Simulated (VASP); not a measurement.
# Al (Fmm2) in VASP: notebook

Runs on Al. Level: PBE. Tasks: single point.

Program: VASP 6.6.1. These are calculated values, not measurements. Logs are shortened: lines on timing, memory, paths and dates and some standing lists are left out, and cuts for length are marked.

**1. The cell of the first run**

It takes space group Fmm2 (No. 42, orthorhombic). Conventional cell: a = 6.470 Å, b = 9.150 Å, c = 9.150 Å, α = 90.00°, β = 90.00°, γ = 90.00°. Al (site symmetry mm2) has 4 Al at 1.88 to 2.48 Å within 2.5 Å. Within 3.7 Å of Al (site symmetry 2) lie 14 Al at 2.80 to 3.23 Å. Al (site symmetry mm2) has 15 Al at 2.80 to 3.50 Å within 3.7 Å. Al (site symmetry m) has 1 Al at 1.88 Å within 2.5 Å. Within 3.3 Å of Al (site symmetry m) lie 13 Al at 2.48 to 3.23 Å.

**2. Single point, PBE (atom 1 (Al) moved by -0.944 Å along [1 0 0] and -0.944 Å along [0 1 0])**

INCAR

```
ALGO = Fast ; EDIFF = 1E-6
ENCUT = 520 ; GGA = PE
ISIF = 2 ; ISMEAR = 0
LASPH = T ; LCHARG = T
LELF = T ; LREAL = F
LVHAR = T ; LWAVE = F
NBANDS = 22 ; NELM = 60
PREC = Accurate ; SIGMA = 0.15
```

KPOINTS

```
k-points
0
Gamma
  10 10 10
```

POSCAR

```
Al
1.0
    3.2349246271     -3.2349246271     -3.2349246271
   -3.2349246271      3.2349246271     -3.2349246271
    3.2349246271      3.2349246271      3.2349246271
Al
8
Direct
    0.3540924274      0.3540924274     -0.2918151453
    0.5000000000      0.0000000000      0.0000000000
    0.0000000000      0.5000000000      0.0000000000
    0.0000000000      0.0000000000      0.0000000000
    0.5000000000      0.5000000000      0.5000000000
    0.5000000000      0.0000000000      0.5000000000
    0.0000000000      0.5000000000      0.5000000000
    0.0000000000      0.0000000000      0.5000000000
```

Potentials or basis: VASP PAW PBE potentials, release 64 (Al).

The run is started by

```
$ cat potpaw_PBE.64/Al/POTCAR > POTCAR
$ mpirun -np 1 vasp_std > vasp.out
```

OUTCAR:

```text
EDIFF = 1E-6
   ENCUT = 520
   GGA = PE
   ISIF = 2
   ISMEAR = 0
   LASPH = T
   LREAL = F
   NELM = 60
   PREC = Accurate

 ion  position               nearest neighbor table
   1  0.354  0.354  0.708-   5 1.88   8 1.88   7 2.48   6 2.48   3 3.10   2 3.10   2 3.10   3 3.10
                             4 3.24
   2  0.500  0.000  0.000-   4 2.80   6 2.80   7 2.80   6 2.80   4 2.80   7 2.80   1 3.10   1 3.10
                             5 3.23   5 3.23   8 3.23   8 3.23   3 3.23   3 3.23
   3  0.000  0.500  0.000-   4 2.80   6 2.80   7 2.80   7 2.80   4 2.80   6 2.80   1 3.10   1 3.10
                             5 3.23   8 3.23   8 3.23   5 3.23   2 3.23   2 3.23
   4  0.000  0.000  0.000-   2 2.80   3 2.80   5 2.80   8 2.80   8 2.80   3 2.80   2 2.80   5 2.80
                             7 3.23   7 3.23   6 3.23   6 3.23   1 3.24
   5  0.500  0.500  0.500-   1 1.88   4 2.80   6 2.80   7 2.80   6 2.80   7 2.80   4 2.80   3 3.23
                             2 3.23   2 3.23   3 3.23   8 3.23   8 3.23
   6  0.500  0.000  0.500-   1 2.48   2 2.80   3 2.80   5 2.80   8 2.80   2 2.80   5 2.80   8 2.80
                             3 2.80   7 3.23   4 3.23   7 3.23   4 3.23
   7  0.000  0.500  0.500-   1 2.48   2 2.80   3 2.80   5 2.80   8 2.80   3 2.80   8 2.80   5 2.80
                             2 2.80   4 3.23   6 3.23   6 3.23   4 3.23
   8  0.000  0.000  0.500-   1 1.88   4 2.80   6 2.80   7 2.80   4 2.80   7 2.80   6 2.80   5 3.23
                             3 3.23   3 3.23   2 3.23   2 3.23   5 3.23

  LATTYP: Found a body centered cubic cell.
 ALAT       =     6.4698492542

  Lattice vectors:

 A1 = (   3.2349246271,  -3.2349246271,  -3.2349246271)
 A2 = (  -3.2349246271,   3.2349246271,  -3.2349246271)
 A3 = (   3.2349246271,   3.2349246271,   3.2349246271)

Analysis of symmetry for initial positions (statically):
=====================================================================
 Subroutine PRICEL returns:
 Original cell was already a primitive cell.

 Routine SETGRP: Setting up the symmetry group for a
 body centered cubic supercell.

 Subroutine GETGRP returns: Found  4 space group operations
 (whereof  4 operations were pure point group operations)
 out of a pool of 48 trial point group operations.

The static configuration has the point symmetry C_2v.

Analysis of symmetry for dynamics (positions and initial velocities):
=====================================================================
 Subroutine PRICEL returns:
 Original cell was already a primitive cell.

 Routine SETGRP: Setting up the symmetry group for a
 body centered cubic supercell.

 Subroutine GETGRP returns: Found  4 space group operations
 (whereof  4 operations were pure point group operations)
 out of a pool of 48 trial point group operations.

The dynamic configuration has the point symmetry C_2v.

 Subroutine INISYM returns: Found  4 space group operations
 (whereof  4 operations are pure point group operations),
 and found     1 'primitive' translations

----------------------------------------------------------------------------------------

                                     Primitive cell

  volume of cell :     135.4105

  direct lattice vectors                    reciprocal lattice vectors
     3.234924627 -3.234924627 -3.234924627     0.154563107  0.000000000 -0.154563107
    -3.234924627  3.234924627 -3.234924627     0.000000000  0.154563107 -0.154563107
     3.234924627  3.234924627  3.234924627     0.154563107  0.154563107  0.000000000

  length of vectors
     5.603053813  5.603053813  5.603053813     0.218585242  0.218585242  0.218585242

  position of ions in fractional coordinates (direct lattice)
     0.354092427  0.354092427  0.708184855
     0.500000000  0.000000000  0.000000000
     0.000000000  0.500000000  0.000000000
     0.000000000  0.000000000  0.000000000
     0.500000000  0.500000000  0.500000000
     0.500000000  0.000000000  0.500000000
     0.000000000  0.500000000  0.500000000
     0.000000000  0.000000000  0.500000000

  ion indices of the primitive-cell ions
   primitive index   ion index
                 1           1
                 2           2
                 3           3
                 4           4
                 5           5
                 6           6
                 7           7
                 8           8

----------------------------------------------------------------------------------------

 KPOINTS: k-points

Automatic generation of k-mesh.
 Grid dimensions read from file:
 generate k-points for:   10   10   10

 Generating k-lattice:

  Cartesian coordinates                     Fractional coordinates (reciprocal lattice)
     0.015456311  0.000000000 -0.015456311     0.100000000  0.000000000  0.000000000
     0.000000000  0.015456311 -0.015456311     0.000000000  0.100000000  0.000000000
     0.015456311  0.015456311  0.000000000     0.000000000  0.000000000  0.100000000

  Length of vectors
     0.021858524  0.021858524  0.021858524

  Shift w.r.t. Gamma in fractional coordinates (k-lattice)
     0.000000000  0.000000000  0.000000000

 Subroutine IBZKPT returns following result:
 ===========================================

 Found    171 irreducible k-points:

 Following reciprocal coordinates:
            Coordinates               Weight
  0.000000  0.000000  0.000000      1.000000
  0.100000  0.000000  0.000000      8.000000
  0.000000  0.000000  0.100000      2.000000
  0.100000 -0.100000  0.000000      2.000000
  0.200000  0.000000  0.000000      8.000000
  0.000000  0.000000  0.200000      2.000000
[... 16 lines left out ...]
  0.100000  0.000000  0.200000      8.000000
  0.300000  0.000000 -0.200000      8.000000
 [... further k-points ...]
   k-points           NKPTS =    171   k-points in BZ     NKDIM =    171   number of bands    NBANDS=     22
   number of dos      NEDOS =    301   number of ions     NIONS =      8
   total plane-waves  NPLWV =  74088
   dimension x,y,z NGX =    42 NGY =   42 NGZ =   42
   dimension x,y,z NGXF=    84 NGYF=   84 NGZF=   84
   ions per type =               8
   NGX,Y,Z   is equivalent  to a cutoff of  12.46, 12.46, 12.46 a.u.
   NGXF,Y,Z  is equivalent  to a cutoff of  24.92, 24.92, 24.92 a.u.
 SYSTEM =  unknown system
   PREC   = accura    normal or accurate (medium, high low for compatibility)
   ISTART =      0    job   : 0-new  1-cont  2-samecut
   ICHARG =      2    charge: 1-file 2-atom 10-const
   ISPIN  =      1    spin polarized calculation?
   LNONCOLLINEAR =      F non collinear calculations
   LSORBIT =      F    spin-orbit coupling
   LASPH  =      T    aspherical Exc in radial PAW
   ENCUT  =  520.0 eV  38.22 Ry    6.18 a.u.  10.42 10.42 10.42*2*pi/ulx,y,z
   NELM   =     60;   NELMIN=  2; NELMDL= -5     # of ELM steps
   EDIFF  = 0.1E-05   stopping-criterion for ELM
   LREAL  =      F    real-space projection
   EDIFFG = 0.1E-04   stopping-criterion for IOM
   NSW    =      0    number of steps for IOM
   IBRION =     -1    ionic relax: 0-MD 1-quasi-New 2-CG
   NFREE  =      0    steps in history (QN), initial steepest desc. (CG)
   ISIF   =      2    stress and relaxation
   ISYM   =      2    0-nonsym 1-usesym 2-fastsym
   POTIM  = 0.5000    time-step for ionic-motion
   TEBEG  =    0.0;   TEEND  =   0.0 temperature during run
   PSTRESS=    0.0 pullay stress
   NELECT =      24.0000    total number of electrons
   NUPDOWN=      -1.0000    fix difference up-down
   EMIN   =  10.00;   EMAX   =-10.00  energy-range for DOS
   EFERMI =   0.00;   METHOD = LEGACY
   ISMEAR =     0;   SIGMA  =   0.15  broadening in eV -4-tet -1-fermi 0-gaus
   EFERMI_NEDOS =   21; number of points for ismear=-14 and -15
   IALGO  =     68    algorithm
   IMIX   =      4    mixing-type and parameters
     AMIX     =   0.40;   BMIX     =  1.00
     AMIX_MAG =   1.60;   BMIX_MAG =  1.00
  volume/ion in A,a.u.               =      16.93       114.22
  Fermi-wavevector in a.u.,A,eV,Ry     =   0.919590  1.737774 11.505718  0.845646
  Thomas-Fermi vector in A             =   2.044801
   LORBIT       =      0    0 simple, 1 ext, 2 COOP (PROOUT), +10 PAW based schemes
   GGA     = PE    functional components
   LHFCALC =     F    Hartree Fock is set to
   AEXX    =    0.0000 exact exchange contribution
   IVDW    =     0    specifies the selected vdW correction
   LEPSILON=     F    determine dielectric tensor
   LRPA    =     F    only Hartree local field effects (RPA)
 non-spin polarized calculation
 RMM-DIIS sequential band-by-band and
 Gauss-broadening in eV      SIGMA  =   0.15
  energy-cutoff  :      520.00
  volume of cell :      135.41
 maximum number of plane-waves:      3670
 NGX is ok and might be reduce to    42
   NGX = 21   NGY = 21   NGZ = 21

 number of electron      24.0000000 magnetization

 Free energy of the ion-electron system (eV)
  ---------------------------------------------------
  ext. energy  EPLUGINS =         0.00000000
  ---------------------------------------------------
  free energy    TOTEN  =       -22.27198173 eV

  energy without entropy =      -22.23949173  energy(sigma->0) =      -22.25573673

 E-fermi :   7.5848     XC(G=0): -10.0143

 val. band max:        7.5830704213   @ k =   0.2000  -0.0000   0.3000
 cond. band min:       7.5868732762   @ k =   0.0000   0.0000   0.4000
 fundamental gap:      0.0038028549
 Fermi energy:         7.5847819184

 k-point     1 :       0.0000    0.0000    0.0000
  band No.  band energies     occupation
      1      -3.5611      2.00000
      2       1.7554      2.00000
      3       2.5251      2.00000
      4       2.6082      2.00000
      5       3.1466      2.00000
      6       3.1705      2.00000
[... 14 lines left out ...]
     21      14.4197      0.00000
     22      14.7710      0.00000

 k-point     2 :       0.1000    0.0000    0.0000
  band No.  band energies     occupation
      1      -3.4958      2.00000
      2       1.3405      2.00000
      3       2.3024      2.00000
      4       2.4998      2.00000
      5       2.8527      2.00000
      6       3.2028      2.00000
[... 542 lines left out ...]
 k-point    24 :       0.3000    0.0000   -0.2000
  band No.  band energies     occupation
      1      -3.1038      2.00000
      2       0.0276      2.00000
      3       1.4457      2.00000
      4       2.0213      2.00000
      5       2.1443      2.00000
      6       3.3113      2.00000
[... 14 lines left out ...]
     21      12.9274      0.00000
     22      13.3522      0.00000

 [... further k-points ...]

------------------------ aborting loop because EDIFF is reached ----------------------------------------

  FORCE on cell =-STRESS in cart. coord.  units (eV):
  Direction    XX          YY          ZZ          XY          YZ          ZX
  --------------------------------------------------------------------------------------
  -------------------------------------------------------------------------------------
  Total        6.7443817      6.7443817     32.1808214      4.6959149      0.0000000      0.0000000
  in kB       79.7995112     79.7995112    380.7634184     55.5620558      0.0000000      0.0000000
  external PRESSURE =     180.1208136 kB  Pullay stress =       0.0000000 kB

 VOLUME and BASIS-vectors are now :
 -----------------------------------------------------------------------------
  energy-cutoff  :      520.00
  volume of cell :      135.41
      direct lattice vectors                 reciprocal lattice vectors
     3.234924627 -3.234924627 -3.234924627     0.154563107  0.000000000 -0.154563107
    -3.234924627  3.234924627 -3.234924627     0.000000000  0.154563107 -0.154563107
     3.234924627  3.234924627  3.234924627     0.154563107  0.154563107  0.000000000

 POSITION                                       TOTAL-FORCE (eV/Angst)
 -----------------------------------------------------------------------------------
      2.29092      2.29092     -0.00000         9.357549      9.357549      0.000000
      1.61746     -1.61746     -1.61746         0.081245      0.081245      0.000000
     -1.61746      1.61746     -1.61746         0.081245      0.081245      0.000000
      0.00000      0.00000      0.00000         0.050502      0.050502      0.000000
      1.61746      1.61746     -1.61746        -4.439493     -4.439493    -10.513736
      3.23492      0.00000      0.00000         0.226365     -0.917921      0.000000
      0.00000      3.23492      0.00000        -0.917921      0.226365      0.000000
      1.61746      1.61746      1.61746        -4.439493     -4.439493     10.513736
 -----------------------------------------------------------------------------------
    total drift:                               -0.000029     -0.000029      0.000000

  FREE ENERGIE OF THE ION-ELECTRON SYSTEM (eV)
  ---------------------------------------------------
  free  energy   TOTEN  =       -22.2719817257 eV

  energy  without entropy=      -22.2394917323  energy(sigma->0) =      -22.25573673
```

Wall time 18 min (1 thread of Intel Xeon 8259CL, shared host); peak memory 0.49 GiB.

Results:

```yaml
Free_energy: -22.2720 eV
Pressure: 18.0 GPa
Largest_force: 13.234 eV/Å
Band_gap_on_the_k_mesh: zero (bands 12 and 13 overlap by 2.89 eV)
```

Forces in eV/Å, atoms in the order of the input:
```
Al    9.358   9.358   0.000
Al    0.081   0.081   0.000
Al    0.081   0.081   0.000
Al    0.051   0.051   0.000
Al   -4.439  -4.439 -10.514
Al    0.226  -0.918   0.000
Al   -0.918   0.226   0.000
Al   -4.439  -4.439  10.514
```

Levels at points of the mesh, in eV from the Fermi level:
```csv
k point,band 8,band 9,band 10,band 11,band 12,band 13,band 14,band 15,band 16,band 17
"(0.00, 0.00, 0.00)",-3.82,-3.56,-3.50,-3.30,-3.20,-1.79,1.63,2.06,2.15,2.94
"(0.50, 0.00, 0.00)",-2.71,-2.11,-1.64,-0.21,0.26,0.63,0.84,1.16,1.38,1.71
"(0.00, 0.00, 0.50)",-2.62,-1.77,-1.53,0.32,0.64,0.76,0.84,1.13,1.36,1.51
"(0.50, 0.50, 0.00)",-2.34,-2.19,-1.87,-0.34,0.06,0.19,0.88,1.34,1.77,1.79
"(0.50, 0.50, 0.50)",-1.45,-1.33,-1.01,-0.63,-0.32,-0.19,0.83,3.48,3.86,4.29
```

Caveat: the cell differs from its parent crystal (atom 1 (Al) moved by -0.944 Å along [1 0 0] and -0.944 Å along [0 1 0]); the cell stands under pressure; forces of over 1 eV/Å act on the atoms, so gaps and moduli don't describe the material at rest.

**3. Single point, PBE (atom 1 (Al) moved by -0.472 Å along [1 0 0] and -0.472 Å along [0 1 0])**

INCAR

```
  ALGO = Fast
  EDIFF = 1E-7
  ENCUT = 520
  GGA = PE
  ISIF = 2
  ISMEAR = 0
  LASPH = True
  LCHARG = True
  LELF = True
  LREAL = False
  LVHAR = True
  LWAVE = False
  NBANDS = 22
  NELM = 80
  PREC = Accurate
  SIGMA = 0.15
```

KPOINTS is that of step 2.

Edit POSCAR of step 2 so:

```diff
@@ -8,3 +8,3 @@
 Direct
-    0.3540924274      0.3540924274     -0.2918151453
+    0.4270462137      0.4270462137     -0.1459075726
     0.5000000000      0.0000000000      0.0000000000
```

Potentials or basis: VASP PAW PBE potentials, release 64 (Al).

The run is started by

```
$ cat potpaw_PBE.64/Al/POTCAR > POTCAR
$ mpirun -np 1 vasp_std > vasp.out
```

Wall time 18 min (1 thread of Intel Xeon 8259CL, shared host); peak memory 0.49 GiB.

It converged, with:

| Item | Value |
| --- | --- |
| Free energy | -28.0595 eV |
| Pressure | 4.0 GPa |
| Largest force | 4.257 eV/Å |
| Band gap on the k mesh | zero (bands 12 and 13 overlap by 3.94 eV) |

Forces in eV/Å, atoms in the order of the input:
```
Al   3.010  3.010  0.000
Al   0.131  0.131  0.000
Al   0.131  0.131  0.000
Al  -0.021 -0.021  0.000
Al  -1.526 -1.526 -2.170
Al  -0.023 -0.177  0.000
Al  -0.177 -0.023  0.000
Al  -1.526 -1.526  2.170
```

Stress tensor (GPa, compression positive):
```
2.99 3.54 0.00
3.54 2.99 0.00
0.00 0.00 6.14
```

Levels at points of the mesh, in eV from the Fermi level:
| k point | band 8 | band 9 | band 10 | band 11 | band 12 | band 13 | band 14 | band 15 | band 16 | band 17 |
| --- | --- | --- | --- | --- | --- | --- | --- | --- | --- | --- |
| (0.00, 0.00, 0.00) | -3.84 | -3.74 | -3.72 | -3.59 | -3.51 | -2.82 | 1.76 | 1.92 | 1.94 | 2.94 |
| (0.50, 0.00, 0.00) | -2.49 | -2.25 | -1.90 | 0.13 | 0.63 | 0.67 | 0.89 | 1.21 | 1.23 | 1.46 |
| (0.00, 0.00, 0.50) | -2.51 | -2.15 | -1.73 | 0.48 | 0.64 | 0.70 | 0.70 | 1.33 | 1.36 | 1.38 |
| (0.50, 0.50, 0.00) | -2.40 | -2.18 | -2.07 | 0.13 | 0.40 | 0.70 | 0.94 | 1.04 | 1.30 | 1.65 |
| (0.50, 0.50, 0.50) | -1.32 | -1.04 | -0.94 | -0.62 | -0.52 | 0.10 | 0.40 | 3.99 | 4.31 | 4.59 |

Caveat: the cell differs from its parent crystal (atom 1 (Al) moved by -0.472 Å along [1 0 0] and -0.472 Å along [0 1 0]); the cell stands under pressure; forces of over 1 eV/Å act on the atoms, so gaps and moduli don't describe the material at rest.
